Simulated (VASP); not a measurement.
A run of VASP 6.6.1 is set up as follows.

File INCAR:

```
PREC = Accurate ; ENCUT = 520
EDIFF = 1E-7 ; ISMEAR = 0
SIGMA = 0.1 ; LREAL = False
LASPH = True ; NELM = 100
ALGO = Fast ; ISIF = 2
LWAVE = False ; LCHARG = False
GGA = PE ; NBANDS = 18
```

Contents of KPOINTS:

```
Automatic mesh
0
Gamma
  6 10 10
```

POSCAR

```
Be8H
1.0
    6.5698210302      0.0000000000      0.0000000000
    0.0000000000      3.2438134052      0.0000000000
    0.0000000000      0.0000000000      3.2438134052
Be H
8 1
Direct
    0.3965508063      0.7458608997      0.7458608997
    0.8676515997      0.7492090533      0.7492090533
    0.1034491937      0.2541391003      0.7458608997
    0.6323484003      0.2507909467      0.7492090533
    0.1034491937      0.7458608997      0.2541391003
    0.6323484003      0.7492090533      0.2507909467
    0.3965508063      0.2541391003      0.2541391003
    0.8676515997      0.2507909467      0.2507909467
    0.2500000000      0.0000000000      0.0000000000
```

Potentials or basis: VASP PAW PBE potentials, release 64 (Be, H).

Run with:

```console
$ cat potpaw_PBE.64/Be/POTCAR potpaw_PBE.64/H/POTCAR > POTCAR
$ mpirun -np 1 vasp_std > vasp.out
```

Q: What does it give for the largest force?

A: 0.004 eV/Å.

Q: What does it give for the pressure?

A: 0.1 GPa.

Forces on the atoms (eV/Å):
```
Be   0.001 -0.003 -0.003
Be  -0.002  0.000  0.000
Be  -0.001  0.003 -0.003
Be   0.002  0.000  0.000
Be  -0.001 -0.003  0.003
Be   0.002  0.000  0.000
Be   0.001  0.003  0.003
Be  -0.002  0.000  0.000
H    0.000  0.000  0.000
```
